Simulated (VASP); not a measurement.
**SnO2: single point with PBE**

Crystal: SnO2.

```
CELL_PARAMETERS angstrom
4.78800 0.00000 0.00000
0.00000 4.86658 0.00000
0.00000 0.00000 3.24090
ATOMIC_POSITIONS crystal
Sn 0.50000 0.50000 0.50000
Sn 0.00000 0.00000 0.00000
O 0.30417 0.30891 0.00000
O 0.80417 0.19109 0.50000
O 0.19583 0.80891 0.50000
O 0.69583 0.69109 0.00000
```

```
Program                : VASP 6.6.1
Task                   : single point
Functional             : PBE
Potentials or basis    : VASP PAW PBE potentials, release 64 (Sn_d, O)
Cutoff                 : 600 eV
k mesh                 : 6 × 6 × 8
Occupations            : gaussian, width 0.02 eV
Spin                   : no spin polarisation
Dipole correction      : no
Further INCAR settings : ALGO = Normal; EDIFF = 1e-06; NBANDS = 35
```

The pressure is 0.2 GPa, the largest force is 0.010 eV/Å and the band gap on the k mesh is 0.66 eV.

Forces on the atoms (eV/Å):
```
Sn   0.000  0.000  0.000
Sn   0.000  0.000  0.000
O   -0.007 -0.007  0.000
O   -0.007  0.007  0.000
O    0.007 -0.007  0.000
O    0.007  0.007  0.000
```

Stress tensor (GPa, compression positive):
```
 0.78  0.00  0.00
 0.00 -0.32  0.00
 0.00  0.00  0.28
```

Levels at points of the mesh, in eV from the valence-band top:
| k point | band 22 | band 23 | band 24 | band 25 | band 26 | band 27 | band 28 | band 29 | band 30 | band 31 |
| --- | --- | --- | --- | --- | --- | --- | --- | --- | --- | --- |
| (0.00, 0.00, 0.00) | -1.27 | -1.23 | -0.77 | -0.70 | 0.00 | 0.66 | 5.68 | 6.01 | 6.10 | 10.11 |
| (0.50, 0.00, 0.00) | -1.86 | -1.21 | -1.21 | -0.61 | -0.61 | 3.87 | 3.87 | 6.76 | 6.76 | 10.42 |
| (0.00, 0.50, 0.00) | -1.92 | -1.19 | -1.19 | -0.59 | -0.59 | 3.88 | 3.88 | 6.84 | 6.84 | 10.37 |
| (0.50, 0.50, 0.00) | -1.86 | -1.32 | -1.32 | -0.84 | -0.84 | 4.26 | 4.26 | 7.14 | 7.14 | 10.48 |
| (0.00, 0.00, 0.50) | -2.57 | -1.52 | -1.52 | -1.17 | -1.17 | 5.58 | 5.58 | 9.36 | 9.36 | 10.29 |
| (0.50, 0.00, 0.50) | -1.69 | -0.97 | -0.97 | -0.74 | -0.74 | 5.85 | 5.85 | 7.63 | 7.63 | 10.53 |
| (0.00, 0.50, 0.50) | -1.62 | -1.05 | -1.05 | -0.75 | -0.75 | 5.83 | 5.83 | 7.58 | 7.58 | 10.59 |
| (0.50, 0.50, 0.50) | -2.42 | -0.91 | -0.91 | -0.77 | -0.77 | 4.35 | 4.35 | 8.61 | 8.61 | 10.56 |

Run time: 4.5 min on 1 thread of Oxide Virtual Turin-like Processor (shared host), peak memory 0.3 GiB.

Caveat: semilocal functionals underestimate gaps, and a narrow one can read as zero; spin-orbit coupling is left out, which moves the levels of the heavy elements.
